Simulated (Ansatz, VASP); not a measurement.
# One calculation of TaC, two programs

```
CELL_PARAMETERS angstrom
3.16449 0.00000 0.00000
0.00000 3.16449 0.00000
0.00000 0.00000 23.95052
ATOMIC_POSITIONS crystal
Ta 0.50000 0.50000 0.31841
Ta 0.00000 0.00000 0.40672
Ta 0.50000 0.50000 0.50000
Ta 0.00000 0.00000 0.59328
Ta 0.50000 0.50000 0.68159
C 0.00000 0.00000 0.30991
C 0.50000 0.50000 0.40650
C 0.00000 0.00000 0.50000
C 0.50000 0.50000 0.59350
C 0.00000 0.00000 0.69009
```

Alike in both runs: functional PBE; k mesh 11 × 11 × 1; occupations gaussian, width 0.1 eV; no spin polarisation.

Ansatz relaxed the structure, and its values are those at the end. VASP's run is a single point on that final structure, the one shown.

```csv
,VASP,Ansatz
version,VASP 6.6.1,Ansatz 0.2.0
potentials or method,"VASP PAW PBE potentials, release 64 (Ta_pv, C), cutoff 520 eV","scalar-relativistic, plane waves, PAW"
valence electrons in the cell,75,85
```

Ansatz gave:

```
gap on the k mesh at the Fermi level (eV)  : none
rms of the force components (eV/Å)         : 0.004
work function, face that differs most (eV) : 3.63
```

**Question.** Which values does VASP return?

**Answer.** gap on the k mesh at the Fermi level (eV): none; rms of the force components (eV/Å): 0.007; work function, face that differs most (eV): 3.63.

A gap of «none» marks a metal or a gap that the smearing closes. With one functional, cell and mesh, what is left measures potentials, basis and numerics. VASP's potentials hold 75 valence electrons a cell and Ansatz's 85, so a difference there can come from the potentials and not from the codes. Ansatz's warnings: xc potential rough in thin density.

Spin-orbit coupling is off throughout.
